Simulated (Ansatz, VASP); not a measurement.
# HfH3: VASP beside Ansatz

```
Hf H
1.0
     3.02734    0.00000    0.00000
     0.00000    3.02734    0.00000
     0.00000    0.00000    3.02734
Hf H
1 3
Direct
  0.00000 0.00000 0.00000
  0.00000 0.50000 0.50000
  0.50000 0.00000 0.50000
  0.50000 0.50000 0.00000
```

Alike in both runs: functional PBEsol; dispersion D3(BJ); k mesh 7 × 7 × 7; no spin polarisation.

Ansatz relaxed the structure, and its values are those at the end. VASP's run is a single point on that final structure, the one shown.

|  | VASP | Ansatz |
| --- | --- | --- |
| version | VASP 6.6.1 | Ansatz 0.2.0 |
| potentials or method | VASP PAW PBE potentials, release 64 (Hf_pv, H), cutoff 520 eV | plane waves, PAW |
| occupations | methfessel-paxton of order 1, width 0.1 eV | methfessel-paxton of order 1 |
| valence electrons in the cell | 13 | 29 |

|  | VASP | Ansatz | Ansatz less VASP |
| --- | --- | --- | --- |
| pressure (GPa) | -0.7 | 0.0 | +0.75 |

VASP's potentials were made for PBE, not for PBEsol. VASP's potentials hold 13 valence electrons a cell and Ansatz's 29, so a difference there can come from the potentials and not from the codes.

Neither program's run includes spin-orbit coupling.
